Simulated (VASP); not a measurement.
A run of VASP 6.6.1:

INCAR

```
SYSTEM = Ca
PREC     = Accurate       ! precision mode
ENCUT    = 600            ! plane-wave cutoff, eV
EDIFF    = 1E-7           ! SCF threshold, eV
ISMEAR   = 0              ! smearing method
SIGMA    = 0.1            ! smearing width, eV
LREAL    = .FALSE.        ! projectors in reciprocal space
LASPH    = .TRUE.         ! aspherical terms in the spheres
NELM     = 60             ! most SCF steps
ALGO     = Fast           ! electronic algorithm
ISIF     = 3              ! what is computed and relaxed
LWAVE    = .FALSE.        ! write WAVECAR
LCHARG   = .FALSE.        ! write CHGCAR
GGA      = PE             ! functional
IBRION   = 2              ! ionic algorithm
NSW      = 80             ! ionic steps
EDIFFG   = -0.01          ! ionic threshold
```

The input KPOINTS:

```
regular mesh
0
G
  14 14 14
  0 0 0
```

POSCAR

```
Ca
1.0
    0.0000000000      2.7367697092      2.7367697092
    2.7367697092      0.0000000000      2.7367697092
    2.7367697092      2.7367697092      0.0000000000
Ca
1
Direct
    0.0000000000      0.0000000000      0.0000000000
```

Potentials or basis: VASP PAW PBE potentials, release 64 (Ca_sv).

Run with:

```sh
$ cat potpaw_PBE.64/Ca_sv/POTCAR > POTCAR
$ mpirun -np 1 vasp_std > vasp.out
```

Hardware: 1 thread of AMD EPYC 9R45 96-Core Processor (Zen 5), with other jobs on the host.

Question: Estimate the wall time of this run.

Answer: It took 110 s on 1 thread of AMD EPYC 9R45 96-Core Processor (Zen 5), with other jobs on the host, peak memory 0.19 GiB. Counts: scf iterations 48, k points 104, ion steps 3.
